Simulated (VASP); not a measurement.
Runs of VASP 6.6.1 on TaN. The structure is that of space group P6_3/mmc (No. 194), or close to it. The cells are those of the table. 

```csv
cell,gap on the mesh (eV),pressure (GPa)
"a = 2.804, b = 2.804, c = 5.115 Å, angles 90.0, 90.0, 120.0°, 4 atoms",none,132.5
"a = 2.804, b = 2.804, c = 4.525 Å, angles 90.0, 90.0, 120.0°, 4 atoms",none,281.2
"a = 2.804, b = 2.804, c = 4.918 Å, angles 90.0, 90.0, 120.0°, 4 atoms",none,172.8
"a = 2.804, b = 2.804, c = 5.311 Å, angles 90.0, 90.0, 120.0°, 4 atoms",none,(b)
"a = 2.804, b = 2.804, c = 4.721 Å, angles 90.0, 90.0, 120.0°, 4 atoms",none,(a)
```

Alike in all rows: task single point; level PBE; potentials or basis VASP PAW PBE potentials, release 64 (Ta_pv, N); no spin polarisation; k mesh 18 × 18 × 10; cutoff (eV) 520; smearing gaussian 0.15 eV.

Task: Estimate the missing entries.

Result: (a) 221.7; (b) 99.3.

Caveats: the cell stands under pressure; spin-orbit coupling is left out, which moves the levels of the heavy elements.

A k mesh can miss the band edges, and the runs leave out spin-orbit coupling on Ta.

A gap of «none» marks levels without a gap at the run's occupations.
